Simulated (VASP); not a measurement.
# BaTiO3 (Amm2) in VASP: a series of runs

BaTiO3 is run at these levels: r2SCAN+U; tasks: single point.

Program: VASP 6.6.1. These are calculated values, not measurements. Logs are shortened: lines on timing, memory, paths and dates and some standing lists are left out, and cuts for length are marked.

**1. The cell of the first run**

It takes space group Amm2 (No. 38, orthorhombic). Conventional cell: a = 3.795 Å, b = 5.401 Å, c = 5.696 Å, α = 90.00°, β = 90.00°, γ = 90.00°. Ba (site symmetry mm2) has 12 O at 2.70 to 2.90 Å and 8 Ti at 3.30 to 3.47 Å within 3.6 Å. Ti (site symmetry mm2) has 6 O at 1.86 to 2.07 Å within 2.5 Å. O (site symmetry mm2) has 2 Ti at 1.90 Å within 2.5 Å. O (site symmetry m) has 2 Ti at 1.86 to 2.07 Å within 2.5 Å.

**2. Single point, r2SCAN+U (strain -0.050 along x and y, +0.000 along z)**

The input, POSCAR:

```
BaTiO3
1.0
    3.7953868273      0.0000000000      0.0000000000
    0.0000000000      2.7003528941      2.8480072403
    0.0000000000     -2.7003528941      2.8480072403
Ba Ti O
1 1 3
Direct
    0.0000000000      0.0044061011      0.0044061011
    0.5000000000      0.5135753575      0.5135753575
    0.0000000000      0.4947134013      0.4947134013
    0.5000000000      0.4954342957      0.9880908444
    0.5000000000      0.9880908444      0.4954342957
```

The input, INCAR.step1:

```
SYSTEM = BaTiO3
  ALGO = Normal
  EDIFF = 1E-4
  ENCUT = 520
  GGA = PE
  ISMEAR = 0
  LASPH = .TRUE.
  LCHARG = .FALSE.
  LDAU = .TRUE.
  LDAUJ = 0 0 0
  LDAUL = -1 2 -1
  LDAUTYPE = 2
  LDAUU = 0 4 0
  LMAXMIX = 4
  LREAL = .FALSE.
  LWAVE = .TRUE.
  NBANDS = 28
  NELM = 150
  PREC = Accurate
  SIGMA = 0.05
```

The input, INCAR.step2:

```
SYSTEM = BaTiO3
  ALGO = Normal
  EDIFF = 1E-7
  ENCUT = 520
  ISIF = 2
  ISMEAR = 0
  ISTART = 1
  LASPH = .TRUE.
  LCHARG = .FALSE.
  LDAU = .TRUE.
  LDAUJ = 0 0 0
  LDAUL = -1 2 -1
  LDAUPRINT = 1
  LDAUTYPE = 2
  LDAUU = 0 4 0
  LMAXMIX = 4
  LMIXTAU = .TRUE.
  LREAL = .FALSE.
  LWAVE = .FALSE.
  METAGGA = R2SCAN
  NBANDS = 28
  NELM = 150
  PREC = Accurate
  SIGMA = 0.05
```

The input, KPOINTS:

```
k-points
0
G
  6 6 6
  0 0 0
```

Potentials or basis: VASP PAW PBE potentials, release 64 (Ba_sv, Ti_sv, O).

Command:

```
> cat potpaw_PBE.64/Ba_sv/POTCAR potpaw_PBE.64/Ti_sv/POTCAR potpaw_PBE.64/O/POTCAR > POTCAR
> cp INCAR.step1 INCAR
> mpirun -np 1 vasp_std > vasp.out
> cp INCAR.step2 INCAR
> mpirun -np 1 vasp_std > vasp.out
```

OUTCAR:

```text
SYSTEM = BaTiO3
   EDIFF = 1E-7
   ENCUT = 520
   ISIF = 2
   ISMEAR = 0
   ISTART = 1
   LASPH = .TRUE.
   LREAL = .FALSE.
   METAGGA = R2SCAN
   NELM = 150
   PREC = Accurate

 ion  position               nearest neighbor table
   1  0.000  0.004  0.004-   3 2.70   3 2.70   4 2.70   5 2.70   4 2.70   5 2.70   5 2.76   4 2.76
                             5 2.76   4 2.76   3 2.79   3 2.90   2 3.30   2 3.30   2 3.30   2 3.30
   2  0.500  0.514  0.514-   4 1.86   5 1.86   3 1.90   3 1.90   5 2.07   4 2.07   1 3.30   1 3.30
                             1 3.30   1 3.30   1 3.38   1 3.38   1 3.47   1 3.47
   3  0.000  0.495  0.495-   2 1.90   2 1.90   1 2.70   1 2.70   1 2.79   1 2.90
   4  0.500  0.495  0.988-   2 1.86   2 2.07   1 2.70   1 2.70   1 2.76   1 2.76
   5  0.500  0.988  0.495-   2 1.86   2 2.07   1 2.70   1 2.70   1 2.76   1 2.76

  LATTYP: Found a base centered orthorhombic cell.
 ALAT       =     5.4007057882
 B/A-ratio  =     1.0546796482
 C/A-ratio  =     0.7027575610

  Lattice vectors:

 A1 = (   0.0000000000,   2.7003528941,  -2.8480072403)
 A2 = (   0.0000000000,   2.7003528941,   2.8480072403)
 A3 = (   3.7953868273,   0.0000000000,   0.0000000000)

Analysis of symmetry for initial positions (statically):
=====================================================================
 Subroutine PRICEL returns:
 Original cell was already a primitive cell.

 Routine SETGRP: Setting up the symmetry group for a
 base centered orthorhombic supercell.

 Subroutine GETGRP returns: Found  4 space group operations
 (whereof  4 operations were pure point group operations)
 out of a pool of  8 trial point group operations.

The static configuration has the point symmetry C_2v.

Analysis of symmetry for dynamics (positions and initial velocities):
=====================================================================
 Subroutine PRICEL returns:
 Original cell was already a primitive cell.

 Routine SETGRP: Setting up the symmetry group for a
 base centered orthorhombic supercell.

 Subroutine GETGRP returns: Found  4 space group operations
 (whereof  4 operations were pure point group operations)
 out of a pool of  8 trial point group operations.

The dynamic configuration has the point symmetry C_2v.

 Subroutine INISYM returns: Found  4 space group operations
 (whereof  4 operations are pure point group operations),
 and found     1 'primitive' translations

----------------------------------------------------------------------------------------

                                     Primitive cell

  volume of cell :      58.3778

  direct lattice vectors                    reciprocal lattice vectors
     3.795386827  0.000000000  0.000000000     0.263477755  0.000000000  0.000000000
     0.000000000  2.700352894  2.848007240     0.000000000  0.185160984  0.175561351
     0.000000000 -2.700352894  2.848007240     0.000000000 -0.185160984  0.175561351

  length of vectors
     3.795386827  3.924672087  3.924672087     0.263477755  0.255159515  0.255159515

  position of ions in fractional coordinates (direct lattice)
     0.000000000  0.004406101  0.004406101
     0.500000000  0.513575358  0.513575358
     0.000000000  0.494713401  0.494713401
     0.500000000  0.495434296  0.988090844
     0.500000000  0.988090844  0.495434296

  ion indices of the primitive-cell ions
   primitive index   ion index
                 1           1
                 2           2
                 3           3
                 4           4
                 5           5

----------------------------------------------------------------------------------------

 KPOINTS: k-points

Automatic generation of k-mesh.
 Grid dimensions read from file:
 generate k-points for:    6    6    6

 Generating k-lattice:

  Cartesian coordinates                     Fractional coordinates (reciprocal lattice)
     0.043912959  0.000000000  0.000000000     0.166666667  0.000000000  0.000000000
     0.000000000  0.030860164  0.029260225     0.000000000  0.166666667  0.000000000
     0.000000000 -0.030860164  0.029260225     0.000000000  0.000000000  0.166666667

  Length of vectors
     0.043912959  0.042526586  0.042526586

  Shift w.r.t. Gamma in fractional coordinates (k-lattice)
     0.000000000  0.000000000  0.000000000

 Subroutine IBZKPT returns following result:
 ===========================================

 Found     52 irreducible k-points:

 Following reciprocal coordinates:
            Coordinates               Weight
  0.000000  0.000000  0.000000      1.000000
  0.166667  0.000000  0.000000      2.000000
  0.333333  0.000000  0.000000      2.000000
  0.500000  0.000000  0.000000      1.000000
  0.000000  0.166667 -0.000000      4.000000
  0.166667  0.166667 -0.000000      8.000000
[... 16 lines left out ...]
  0.333333  0.333333  0.166667      8.000000
  0.500000  0.333333  0.166667      4.000000
 [... further k-points ...]
   k-points           NKPTS =     52   k-points in BZ     NKDIM =     52   number of bands    NBANDS=     28
   number of dos      NEDOS =    301   number of ions     NIONS =      5
   total plane-waves  NPLWV =  25200
   dimension x,y,z NGX =    28 NGY =   30 NGZ =   30
   dimension x,y,z NGXF=    56 NGYF=   60 NGZF=   60
   ions per type =               1   1   3
   NGX,Y,Z   is equivalent  to a cutoff of  12.26, 12.71, 12.71 a.u.
   NGXF,Y,Z  is equivalent  to a cutoff of  24.53, 25.42, 25.42 a.u.
 SYSTEM =  BaTiO3
   PREC   = accura    normal or accurate (medium, high low for compatibility)
   ISTART =      1    job   : 0-new  1-cont  2-samecut
   ICHARG =      0    charge: 1-file 2-atom 10-const
   ISPIN  =      1    spin polarized calculation?
   LNONCOLLINEAR =      F non collinear calculations
   LSORBIT =      F    spin-orbit coupling
   LASPH  =      T    aspherical Exc in radial PAW
   ENCUT  =  520.0 eV  38.22 Ry    6.18 a.u.   7.06  7.30  7.30*2*pi/ulx,y,z
   NELM   =    150;   NELMIN=  2; NELMDL=  0     # of ELM steps
   EDIFF  = 0.1E-06   stopping-criterion for ELM
   LREAL  =      F    real-space projection
   EDIFFG = 0.1E-05   stopping-criterion for IOM
   NSW    =      0    number of steps for IOM
   IBRION =     -1    ionic relax: 0-MD 1-quasi-New 2-CG
   NFREE  =      0    steps in history (QN), initial steepest desc. (CG)
   ISIF   =      2    stress and relaxation
   ISYM   =      2    0-nonsym 1-usesym 2-fastsym
   POTIM  = 0.5000    time-step for ionic-motion
   TEBEG  =    0.0;   TEEND  =   0.0 temperature during run
   PSTRESS=    0.0 pullay stress
   NELECT =      40.0000    total number of electrons
   NUPDOWN=      -1.0000    fix difference up-down
   EMIN   =  10.00;   EMAX   =-10.00  energy-range for DOS
   EFERMI =   0.00;   METHOD = LEGACY
   ISMEAR =     0;   SIGMA  =   0.05  broadening in eV -4-tet -1-fermi 0-gaus
   EFERMI_NEDOS =   21; number of points for ismear=-14 and -15
   IALGO  =     38    algorithm
   IMIX   =      4    mixing-type and parameters
     AMIX     =   0.40;   BMIX     =  1.00
     AMIX_MAG =   1.60;   BMIX_MAG =  1.00
  volume/ion in A,a.u.               =      11.68        78.79
  Fermi-wavevector in a.u.,A,eV,Ry     =   1.443263  2.727372 28.341063  2.083009
  Thomas-Fermi vector in A             =   2.561691
   LORBIT       =      0    0 simple, 1 ext, 2 COOP (PROOUT), +10 PAW based schemes
 LDA+U is selected, type is set to LDAUTYPE =  2
   angular momentum for each species LDAUL =    -1    2   -1
   U (eV)           for each species LDAUU =   0.0  4.0  0.0
   J (eV)           for each species LDAUJ =   0.0  0.0  0.0
   METAGGA = R2SCAN    functional components
   LHFCALC =     F    Hartree Fock is set to
   AEXX    =    0.0000 exact exchange contribution
   IVDW    =     0    specifies the selected vdW correction
   LEPSILON=     F    determine dielectric tensor
   LRPA    =     F    only Hartree local field effects (RPA)
 non-spin polarized calculation
 Gauss-broadening in eV      SIGMA  =   0.05
  energy-cutoff  :      520.00
  volume of cell :       58.38
 maximum number of plane-waves:      1584
   NGX = 15   NGY = 15   NGZ = 15

atom =   2  type =  2  l = 2

 onsite density matrix

spin component  1

  0.1063  0.0000  0.0000  0.0000  0.0000
  0.0000  0.2546  0.0000  0.0000  0.0000
  0.0000  0.0000  0.1438  0.0000 -0.0710
  0.0000  0.0000  0.0000  0.1059  0.0000
  0.0000  0.0000 -0.0710  0.0000  0.2267

spin component  2

  0.1063  0.0000  0.0000  0.0000  0.0000
  0.0000  0.2546  0.0000  0.0000  0.0000
  0.0000  0.0000  0.1438  0.0000 -0.0710
  0.0000  0.0000  0.0000  0.1059  0.0000
  0.0000  0.0000 -0.0710  0.0000  0.2267

 occupancies and eigenvectors

  o =  0.1030  v =  0.0000  0.0000 -0.8671  0.0000 -0.4981  0.0000  0.0000  0.0000  0.0000  0.0000      0.0000  0.0000  0.0000  0.0000  0.0000  0.0000  0.0000  0.0000  0.0000  0.0000
  o =  0.1030  v =  0.0000  0.0000  0.0000  0.0000  0.0000  0.0000  0.0000 -0.8671  0.0000 -0.4981      0.0000  0.0000  0.0000  0.0000  0.0000  0.0000  0.0000  0.0000  0.0000  0.0000
  o =  0.1059  v =  0.0000  0.0000  0.0000  1.0000  0.0000  0.0000  0.0000  0.0000  0.0000  0.0000      0.0000  0.0000  0.0000  0.0000  0.0000  0.0000  0.0000  0.0000  0.0000  0.0000
  o =  0.1059  v =  0.0000  0.0000  0.0000  0.0000  0.0000  0.0000  0.0000  0.0000  1.0000  0.0000      0.0000  0.0000  0.0000  0.0000  0.0000  0.0000  0.0000  0.0000  0.0000  0.0000
  o =  0.1063  v =  0.0000  0.0000  0.0000  0.0000  0.0000  1.0000  0.0000  0.0000  0.0000  0.0000      0.0000  0.0000  0.0000  0.0000  0.0000  0.0000  0.0000  0.0000  0.0000  0.0000
  o =  0.1063  v =  1.0000  0.0000  0.0000  0.0000  0.0000  0.0000  0.0000  0.0000  0.0000  0.0000      0.0000  0.0000  0.0000  0.0000  0.0000  0.0000  0.0000  0.0000  0.0000  0.0000
  o =  0.2546  v =  0.0000  0.0000  0.0000  0.0000  0.0000  0.0000  1.0000  0.0000  0.0000  0.0000      0.0000  0.0000  0.0000  0.0000  0.0000  0.0000  0.0000  0.0000  0.0000  0.0000
  o =  0.2546  v =  0.0000  1.0000  0.0000  0.0000  0.0000  0.0000  0.0000  0.0000  0.0000  0.0000      0.0000  0.0000  0.0000  0.0000  0.0000  0.0000  0.0000  0.0000  0.0000  0.0000
  o =  0.2675  v =  0.0000  0.0000  0.0000  0.0000  0.0000  0.0000  0.0000 -0.4981  0.0000  0.8671      0.0000  0.0000  0.0000  0.0000  0.0000  0.0000  0.0000  0.0000  0.0000  0.0000
  o =  0.2675  v =  0.0000  0.0000 -0.4981  0.0000  0.8671  0.0000  0.0000  0.0000  0.0000  0.0000      0.0000  0.0000  0.0000  0.0000  0.0000  0.0000  0.0000  0.0000  0.0000  0.0000

 number of electron      39.9999992 magnetization

 Free energy of the ion-electron system (eV)
  ---------------------------------------------------
  ext. energy  EPLUGINS =         0.00000000
  ---------------------------------------------------
  free energy    TOTEN  =       -70.93412108 eV

  energy without entropy =      -70.93412108  energy(sigma->0) =      -70.93412108

 E-fermi :   4.8948     XC(G=0): -12.4558

 val. band max:        4.4898866585   @ k =   0.5000   0.5000   0.5000
 cond. band min:       7.4217636664   @ k =   0.0000   0.0000   0.0000
 fundamental gap:      2.9318770079
 Fermi energy:         4.8948115271

 k-point     1 :       0.0000    0.0000    0.0000
  band No.  band energies     occupation
      1     -54.8580      2.00000
      2     -30.0792      2.00000
      3     -30.0518      2.00000
      4     -30.0260      2.00000
      5     -20.9107      2.00000
      6     -13.7058      2.00000
[... 20 lines left out ...]
     27      10.3261      0.00000
     28      13.6154      0.00000

 k-point     2 :       0.1667    0.0000    0.0000
  band No.  band energies     occupation
      1     -54.8574      2.00000
      2     -30.0789      2.00000
      3     -30.0781      2.00000
      4     -30.0249      2.00000
      5     -20.8512      2.00000
      6     -13.6935      2.00000
[... 674 lines left out ...]
 k-point    24 :       0.5000    0.3333    0.1667
  band No.  band energies     occupation
      1     -54.8540      2.00000
      2     -30.1540      2.00000
      3     -30.1121      2.00000
      4     -30.0513      2.00000
      5     -20.5582      2.00000
      6     -13.4475      2.00000
[... 20 lines left out ...]
     27      13.8978      0.00000
     28      14.2513      0.00000

 [... further k-points ...]

------------------------ aborting loop because EDIFF is reached ----------------------------------------

  FORCE on cell =-STRESS in cart. coord.  units (eV):
  Direction    XX          YY          ZZ          XY          YZ          ZX
  --------------------------------------------------------------------------------------
  -------------------------------------------------------------------------------------
  Total       12.5091218     12.4682999      6.4587668      0.0000000      0.0000000      0.0000000
  in kB      343.3126053    342.1922477    177.2607286      0.0000000      0.0000000      0.0000000
  external PRESSURE =     287.5885272 kB  Pullay stress =       0.0000000 kB

 VOLUME and BASIS-vectors are now :
 -----------------------------------------------------------------------------
  energy-cutoff  :      520.00
  volume of cell :       58.38
      direct lattice vectors                 reciprocal lattice vectors
     3.795386827  0.000000000  0.000000000     0.263477755  0.000000000  0.000000000
     0.000000000  2.700352894  2.848007240     0.000000000  0.185160984  0.175561351
     0.000000000 -2.700352894  2.848007240     0.000000000 -0.185160984  0.175561351

 POSITION                                       TOTAL-FORCE (eV/Angst)
 -----------------------------------------------------------------------------------
      0.00000      0.00000      0.02510         0.000000      0.000000     -0.073802
      1.89769      0.00000      2.92533         0.000000      0.000000     -1.101713
      0.00000      0.00000      2.81789         0.000000      0.000000     -0.192978
      1.89769     -1.33035      4.22509         0.000000     -0.732747      0.684246
      1.89769      1.33035      4.22509         0.000000      0.732747      0.684246
 -----------------------------------------------------------------------------------
    total drift:                                0.000000     -0.000001     -0.001352

  FREE ENERGIE OF THE ION-ELECTRON SYSTEM (eV)
  ---------------------------------------------------
  free  energy   TOTEN  =       -70.9341210819 eV

  energy  without entropy=      -70.9341210819  energy(sigma->0) =      -70.93412108
```

It took 10 min on 1 thread of AMD EPYC, shared host; peak memory 0.2 GiB.

Results:

```yaml
Free_energy: -70.9341 eV
Pressure: 28.8 GPa
Largest_force: 1.102 eV/Å
Band_gap_on_the_k_mesh: 2.93 eV (least direct gap 3.05 eV)
```

Forces in eV/Å, atoms in the order of the input:
```
Ba   0.000  0.000 -0.074
Ti   0.000  0.000 -1.102
O    0.000  0.000 -0.193
O    0.000 -0.733  0.684
O    0.000  0.733  0.684
```

Levels at points of the mesh, in eV from the valence-band top:
| k point | band 18 | band 19 | band 20 | band 21 | band 22 | band 23 |
| --- | --- | --- | --- | --- | --- | --- |
| (0.00, 0.00, 0.00) | -0.48 | -0.30 | -0.12 | 2.93 | 3.08 | 3.26 |
| (0.50, 0.00, 0.00) | -1.91 | -1.31 | -0.79 | 3.35 | 5.01 | 5.13 |
| (0.00, 0.50, 0.00) | -1.74 | -0.97 | -0.90 | 3.30 | 4.87 | 4.89 |
| (0.50, 0.50, 0.00) | -0.84 | -0.84 | -0.16 | 4.90 | 5.17 | 5.52 |
| (0.00, 0.50, 0.50) | -1.21 | -0.94 | -0.28 | 4.81 | 5.00 | 5.32 |
| (0.50, 0.50, 0.50) | -0.16 | -0.11 | 0.00 | 5.65 | 5.79 | 5.85 |

Eigenvalues of the final occupation matrices:
```csv
site,spin,trace,eigenvalues
site 2 d,1,0.84,0.10 0.11 0.11 0.25 0.27
site 2 d,2,0.84,0.10 0.11 0.11 0.25 0.27
```

Caveat: the cell differs from its parent crystal (strain -0.050 along x and y, +0.000 along z); the stress differs along the axes, from 18 to 34 GPa; the PAW data sets were made with another functional, which shifts forces and pressure a little; spin-orbit coupling is left out, which moves the levels of the heavy elements. A k mesh can miss the band edges.

[end of part 1 of 3]
